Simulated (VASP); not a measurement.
Here is a VASP 6.6.1 calculation.

The input INCAR:

```
  PREC = Accurate
  ENCUT = 520
  EDIFF = 1E-6
  ISMEAR = 0
  SIGMA = 0.02
  LREAL = F
  LASPH = T
  NELM = 80
  ALGO = Normal
  ISIF = 2
  LWAVE = F
  LCHARG = T
  GGA = PE
  LELF = T
  LVHAR = T
  NBANDS = 31
```

The input KPOINTS:

```
Automatic mesh
0
Gamma
  6 6 4
```

The input POSCAR:

```
Mg3CdSe4
1.0
    4.2840619631      0.0000000000      0.0000000000
    0.0000000000      4.2840619631      0.0000000000
    0.0000000000      0.0000000000     12.0372593064
Mg Cd Se
3 1 4
Direct
    0.0000000000      0.0000000000      0.7546136049
    0.5000000000      0.5000000000      0.0000000000
    0.0000000000      0.0000000000      0.2453863951
    0.5000000000      0.5000000000      0.5000000000
    0.5000000000      0.0000000000      0.1226959202
    0.0000000000      0.5000000000      0.3670790743
    0.5000000000      0.0000000000      0.6329209257
    0.0000000000      0.5000000000      0.8773040798
```

Potentials or basis: VASP PAW PBE potentials, release 64 (Mg, Cd, Se).

Command:

```console
$ cat potpaw_PBE.64/Mg/POTCAR potpaw_PBE.64/Cd/POTCAR potpaw_PBE.64/Se/POTCAR > POTCAR
$ mpirun -np 1 vasp_std > vasp.out
```

Task: What does it give for the band gap on the k mesh?

Result: 1.86 eV.

Task: Predict the pressure.

Result: 0.0 GPa.

Task: What does it give for the largest force?

Result: 0.037 eV/Å.

Forces on the atoms (eV/Å):
```
Mg   0.000  0.000 -0.001
Mg   0.000  0.000  0.000
Mg   0.000  0.000  0.001
Cd   0.000  0.000  0.000
Se   0.000  0.000  0.000
Se   0.000  0.000 -0.037
Se   0.000  0.000  0.037
Se   0.000  0.000  0.000
```

A k mesh can miss the band edges.
